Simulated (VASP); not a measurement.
**CaO: single point with r2SCAN**

The system is CaO.

```
CELL_PARAMETERS angstrom
0.00000 2.39755 2.30764
2.39755 0.00000 2.30764
2.39755 2.39755 0.00000
ATOMIC_POSITIONS crystal
Ca 0.00000 0.00000 0.00000
O 0.50000 0.50000 0.50000
```

This cell differs from its parent crystal: uniaxial z strain -3.8%.

| Property | Result |
| --- | --- |
| Program | VASP 6.6.1 |
| Task | single point |
| Functional | r2SCAN |
| Potentials or basis | VASP PAW PBE potentials, release 64 (Ca_sv, O) |
| Cutoff | 520 eV |
| k mesh | 10 × 10 × 10 |
| Occupations | gaussian, width 0.01 eV |
| Spin | no spin polarisation |

```yaml
Pressure: 6.5 GPa
Band_gap_on_the_k_mesh: 4.00 eV (least direct gap 4.49 eV)
```

Stress tensor (GPa, compression positive):
```
 3.47  0.00  0.00
 0.00  3.47  0.00
 0.00  0.00 12.66
```

Levels at points of the mesh, in eV from the valence-band top:
```csv
k point,band 4,band 5,band 6,band 7,band 8,band 9,band 10,band 11,band 12,band 13
"(0.00, 0.00, 0.00)",-18.79,-16.65,-0.12,-0.12,0.00,5.67,6.80,6.80,7.07,8.37
"(0.50, 0.00, 0.00)",-18.83,-15.13,-2.80,-1.39,-1.38,7.83,9.21,9.26,9.49,11.30
"(0.50, 0.50, 0.00)",-19.10,-16.44,-1.17,-0.52,-0.52,4.00,9.08,9.82,10.48,10.48
"(0.50, 0.00, 0.50)",-19.03,-16.44,-1.43,-0.46,-0.34,4.15,8.96,9.88,10.32,10.60
```

It took 110 s on 1 thread of Intel(R) Xeon(R) Platinum 8488C (Sapphire Rapids) (shared host), peak memory 0.19 GiB.

Caveat: the cell differs from its parent crystal (uniaxial z strain -3.8%); the stress differs along the axes, from 3 to 13 GPa; the PAW data sets were made with another functional, which shifts forces and pressure a little. A k mesh can miss the band edges.
